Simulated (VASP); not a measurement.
A run of VASP 6.6.1:

Contents of INCAR:

```
  ALGO = Normal
  EDIFF = 1E-6
  ENCUT = 520
  ISIF = 2
  ISMEAR = -1
  LASPH = T
  LCHARG = F
  LREAL = F
  LWAVE = F
  NBANDS = 35
  NELM = 100
  PREC = Accurate
  SIGMA = 0.05
```

Contents of KPOINTS:

```
k-points
0
Gamma
  10 10 3
```

File POSCAR:

```
WS2
1.0
    3.1586570750      0.0000000000      0.0000000000
   -1.5793285375      2.7354772688      0.0000000000
    0.0000000000      0.0000000000     12.4161048547
W S
2 4
Direct
    0.6666666667      0.3333333333      0.7500000000
    0.3333333333      0.6666666667      0.2500000000
    0.6666666667      0.3333333333      0.3750000000
    0.3333333333      0.6666666667      0.8750000000
    0.6666666667      0.3333333333      0.1250000000
    0.3333333333      0.6666666667      0.6250000000
```

Potentials or basis: VASP PAW LDA potentials, release 64 (W_sv, S).

Command:

```bash
$ cat potpaw_LDA.64/W_sv/POTCAR potpaw_LDA.64/S/POTCAR > POTCAR
$ mpirun -np 1 vasp_std > vasp.out
```

Hardware: 1 thread of Intel(R) Xeon(R) 6975P-C (Granite Rapids) (shared host).

How long does it take, and how much memory?

Run time: 42 s on 1 thread of Intel(R) Xeon(R) 6975P-C (Granite Rapids), with other jobs on the host, peak memory 0.23 GiB. Counts: scf iterations 15, k points 28.
